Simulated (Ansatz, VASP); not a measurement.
## MnO2 in VASP and in Ansatz

```
Mn O
1.0
     1.42843    0.82471    4.58393
    -1.42843    0.82471    4.58393
     0.00000   -1.64941    4.58393
Mn O
1 2
Direct
  0.00000 0.00000 0.00000
  0.73564 0.73564 0.73564
  0.26436 0.26436 0.26436
```

Alike in both runs: functional LDA; k mesh 11 × 11 × 11; occupations fermi-dirac, width 0.05 eV; collinear spin.

```csv
,VASP,Ansatz
version,VASP 6.6.1,Ansatz 0.2.0
potentials or method,"VASP PAW LDA potentials, release 64 (Mn_sv, O)",Ansatz PAW
plane-wave cutoff (eV),700,420
valence electrons in the cell,27,27
task,single point,band structure
```

```csv
,VASP,Ansatz,Ansatz less VASP
gap on the k mesh at the Fermi level (eV),0.36,0.48,+0.116
least direct gap on the mesh (eV),0.41,0.53,+0.122
pressure (GPa),-8.7,-8.7,-0.03
"traceless stress, the component that is largest in VASP (GPa)",2.22,2.41,+0.196
rms of the force components (eV/Å),0.250,0.260,+0.0102
net moment per atom (μB),1.00,1.00,0.000
size of the moment on the site where the two differ most (μB),2.68,2.47,-0.204
```

LDA's correlation is that of Perdew and Zunger in VASP and of Perdew and Wang (1992) in Ansatz. Site moments also hang on the region over which each program counts them. Atom by atom the forces differ by 0.010 eV/Å (rms over components).

Noted on Ansatz's run: Pulay correction over one GPa.
